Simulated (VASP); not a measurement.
Here is a VASP 6.6.1 calculation.

INCAR

```
PREC = Accurate ; ENCUT = 520
EDIFF = 1E-6 ; ISMEAR = 0
SIGMA = 0.15 ; LREAL = F
LASPH = T ; NELM = 80
ALGO = Normal ; ISIF = 2
LWAVE = F ; LCHARG = T
GGA = PE ; IVDW = 12
LELF = T ; LVHAR = T
NBANDS = 28
```

The input KPOINTS:

```
regular mesh
0
Gamma
  14 14 12
```

POSCAR

```
SnO
1.0
    3.6831088220      0.0000000000      0.0000000000
    0.0000000000      3.6831088220      0.0000000000
    0.0000000000      0.0000000000      5.1532524170
Sn O
2 2
Direct
    0.0000000000      0.5000000000      0.2385000000
    0.5000000000      0.0000000000      0.7615000000
    0.0000000000      0.0000000000      0.0000000000
    0.5000000000      0.5000000000      0.0000000000
```

Potentials or basis: VASP PAW PBE potentials, release 64 (Sn_d, O).

Launch:

```bash
$ cat potpaw_PBE.64/Sn_d/POTCAR potpaw_PBE.64/O/POTCAR > POTCAR
$ mpirun -np 1 vasp_std > vasp.out
```

Task: What does it give for the band gap on the k mesh?

Result: Zero (bands 20 and 21 overlap by 0.27 eV).

Task: Estimate the dispersion energy per atom.

Result: -0.235 eV.

Task: Predict the largest force.

Result: 0.133 eV/Å.

Task: Estimate the pressure.

Result: 3.6 GPa.

Stress tensor (GPa, compression positive):
```
 6.59  0.00  0.00
 0.00  6.59  0.00
 0.00  0.00 -2.46
```

Caveat: the stress differs along the axes, from -2 to 7 GPa; semilocal functionals underestimate gaps, and a narrow one can read as zero; spin-orbit coupling is left out, which moves the levels of the heavy elements.
